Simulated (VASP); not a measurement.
Set up this calculation in VASP 6.6.1, as the native input.

| Item | Value |
| --- | --- |
| Task | single point |
| Functional | PBE |
| Potentials or basis | VASP PAW PBE potentials, release 64 (Re, Bi_d) |
| Cutoff | 520 eV |
| k mesh | 10 × 10 × 10 |
| Occupations | tetrahedron |
| Spin | no spin polarisation |
| Dipole correction | no |
| Further INCAR settings | ALGO = Normal; EDIFF = 1e-06; NBANDS = 18 |

The structure of ReBi lies in POSCAR:

```
ReBi
1.0
    0.0000000000      3.1097581038      3.1097581038
    3.1097581038      0.0000000000      3.1097581038
    3.1097581038      3.1097581038      0.0000000000
Re Bi
1 1
Direct
    0.0000000000      0.0000000000      0.0000000000
    0.2500000000      0.2500000000      0.2500000000
```

The input as run:

INCAR

```
SYSTEM = ReBi
PREC = Accurate
ENCUT = 520
EDIFF = 1E-6
ISMEAR = -4
SIGMA = 0.1
LREAL = .FALSE.
LASPH = .TRUE.
NELM = 100
ALGO = Normal
ISIF = 2
LWAVE = .FALSE.
LCHARG = .TRUE.
GGA = PE
LELF = .TRUE.
LVHAR = .TRUE.
NBANDS = 18
```

KPOINTS

```
regular mesh
0
G
  10 10 10
  0 0 0
```

Potentials or basis: VASP PAW PBE potentials, release 64 (Re, Bi_d).

Run with:

```console
$ cat potpaw_PBE.64/Re/POTCAR potpaw_PBE.64/Bi_d/POTCAR > POTCAR
$ mpirun -np 1 vasp_std > vasp.out
```

Results of the run:

```
Pressure               : 0.0 GPa
Band gap on the k mesh : zero (band 11 reaches 4.40 eV, above the bottom of band 12 at 4.39 eV)
```

Caveat: spin-orbit coupling is left out, which moves the levels of the heavy elements.

Run time: 80 s on 1 thread of Intel(R) Xeon(R) Platinum 8259CL CPU @ 2.50GHz (Skylake/Cascade Lake), with other jobs on the host, peak memory 0.23 GiB.
